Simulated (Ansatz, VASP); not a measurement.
## One calculation of Zn, two programs

The input INCAR:

```
SYSTEM = Zn
ALGO = Fast
EDIFF = 1E-6
ENCUT = 520
ISIF = 2
ISMEAR = 0
LASPH = .True.
LCHARG = .False.
LREAL = .False.
LWAVE = .False.
NBANDS = 12
NELM = 100
PREC = Accurate
SIGMA = 0.15
```

KPOINTS

```
k-points
0
Gamma
  22 22 22
  0 0 0
```

The input POSCAR:

```
Zn
1.0
   -0.9234233149      1.6102056815      1.6102056815
    1.6102056815     -0.9234233149      1.6102056815
    1.6102056815      1.6102056815     -0.9234233149
Zn
1
Direct
    0.0000000000      0.0000000000      0.0000000000
```

Input for Ansatz:

```yaml
crystal:
  lattice:
    - [-0.9234233149, 1.6102056815, 1.6102056815]
    - [1.6102056815, -0.9234233149, 1.6102056815]
    - [1.6102056815, 1.6102056815, -0.9234233149]
  atoms:
    - { symbol: Zn, position: [0.0, 0.0, 0.0] }
basis:
  ecutwfc: 520.0
kpoints:
  mp_grid: { grid: [22, 22, 22] }
hamiltonian:
  xc: lda
  pseudopotentials: { kind: paw }
scf:
  occupations: { method: gaussian, width: 0.15 }
output:
  forces: true
  stress: true
  eigenvalues: true
```

Alike in both runs: task single point; functional LDA; k mesh 22 × 22 × 22; occupations gaussian, width 0.15 eV; no spin polarisation.

```csv
,VASP,Ansatz
version,VASP 6.6.1,Ansatz 0.2.0
potentials or method,"VASP PAW LDA potentials, release 64 (Zn), cutoff 520 eV","scalar-relativistic, plane waves, PAW"
valence electrons in the cell,12,12
```

Ansatz gave:

| Quantity | Value |
| --- | --- |
| gap on the k mesh at the Fermi level (eV) | none |
| pressure (GPa) | 7.0 |
| traceless stress, the component that is largest in VASP (GPa) | -1.40 |

Estimate VASP's values.

gap on the k mesh at the Fermi level (eV): none; pressure (GPa): 7.6; traceless stress, the component that is largest in VASP (GPa): -1.45.

LDA's correlation is that of Perdew and Zunger in VASP and of Perdew and Wang (1992) in Ansatz. A gap of «none» marks a metal or a gap that the smearing closes.
